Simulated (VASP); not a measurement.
Write the native input for VASP 6.6.1 that does the following.

```yaml
Task: relaxation of cell and atoms
Functional: PBE
Potentials_or_basis: VASP PAW PBE potentials, release 64 (Zn, S)
Cutoff: 600 eV
k_mesh: 8 × 8 × 4
Occupations: gaussian, width 0.02 eV
Spin: no spin polarisation
Dipole_correction: no
Further_INCAR_settings: ALGO = Normal; EDIFF = 1e-06; IBRION = 2; EDIFFG = -0.01; NSW = 100; ISIF = 3
```

The structure of ZnS lies in POSCAR:

```
ZnS
1.0
    3.6162400984      0.0000000000      0.0000000000
    0.0000000000      3.8550796239      0.0000000000
    0.0000000000      0.0000000000      9.0350445764
Zn S
3 3
Direct
    0.5000000000      0.5000000000      0.1689356022
    0.5000000000      0.5000000000      0.8310643978
    0.0000000000      0.0000000000      0.5000000000
    0.5000000000      0.0000000000      0.3194013824
    0.0000000000      0.5000000000      0.0000000000
    0.5000000000      0.0000000000      0.6805986176
```

The cell was generated, and may not be a known phase.

One way to write it, as run:

INCAR

```
ALGO = Normal
EDIFF = 1E-6
EDIFFG = -0.01
ENCUT = 600
GGA = PE
IBRION = 2
ISIF = 3
ISMEAR = 0
LASPH = T
LCHARG = F
LREAL = F
LWAVE = F
NELM = 60
NSW = 100
PREC = Accurate
SIGMA = 0.02
```

KPOINTS

```
k-points
0
Gamma
  8 8 4
```

Potentials or basis: VASP PAW PBE potentials, release 64 (Zn, S).

Command:

```sh
$ cat potpaw_PBE.64/Zn/POTCAR potpaw_PBE.64/S/POTCAR > POTCAR
$ mpirun -np 1 vasp_std > vasp.out
```

It gave:

The relaxed volume is 21.07 Å³/atom. The relaxed cell is a = 3.621 Å, b = 3.859 Å, c = 9.047 Å, α = 90.00°, β = 90.00°, γ = 90.00°, the space group after relaxing (to 0.1 Å) is Pmmm (No. 47) and the energy gained by relaxing is 0.1 meV/atom. The ionic steps are 3 and the pressure after relaxing is 0.0 GPa. The largest force after relaxing is 0.005 eV/Å and the band gap on the k mesh is 0.75 eV (least direct gap 1.09 eV).

Caveat: semilocal functionals underestimate gaps, and a narrow one can read as zero.

Run time: 14 min on 1 thread of Oxide Virtual Turin-like Processor (shared host), peak memory 0.42 GiB.
